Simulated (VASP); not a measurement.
Set up this calculation in VASP 6.6.1, as the native input.

| Property | Result |
| --- | --- |
| Task | single point |
| Functional | PBE |
| Dispersion | D3(BJ) |
| Potentials or basis | VASP PAW PBE potentials, release 64 (C) |
| Cutoff | 520 eV |
| k mesh | 13 × 13 × 13 |
| Occupations | fermi-dirac, width 0.05 eV |
| Spin | no spin polarisation |
| Dipole correction | no |
| Further INCAR settings | ALGO = Normal; EDIFF = 1e-07; NBANDS = 11 |

The structure of C lies in POSCAR:

```
C
1.0
    0.0000000000      1.7592674508      1.7592674508
    1.7592674508      0.0000000000      1.7592674508
    1.7592674508      1.7592674508      0.0000000000
C
2
Direct
    0.7500000000      0.7500000000      0.7500000000
    0.5000000000      0.5000000000      0.5000000000
```

One way to write it, as run:

INCAR

```
SYSTEM = C
ALGO = Normal
EDIFF = 1E-7
ENCUT = 520
GGA = PE
ISIF = 2
ISMEAR = -1
IVDW = 12
LASPH = .TRUE.
LCHARG = .FALSE.
LREAL = .FALSE.
LWAVE = .FALSE.
NBANDS = 11
NELM = 60
PREC = Accurate
SIGMA = 0.05
```

KPOINTS

```
k-points
0
G
  13 13 13
  0 0 0
```

Potentials or basis: VASP PAW PBE potentials, release 64 (C).

The run is started by

```console
$ cat potpaw_PBE.64/C/POTCAR > POTCAR
$ mpirun -np 1 vasp_std > vasp.out
```

It gave:

The pressure is 16.1 GPa and the band gap on the k mesh is 4.23 eV, indirect (least direct gap 5.70 eV). The dispersion energy per atom is -0.199 eV.

It took 6 s on 1 thread of AMD EPYC 9R45 96-Core Processor (Zen 5) (shared host), peak memory 0.1 GiB.
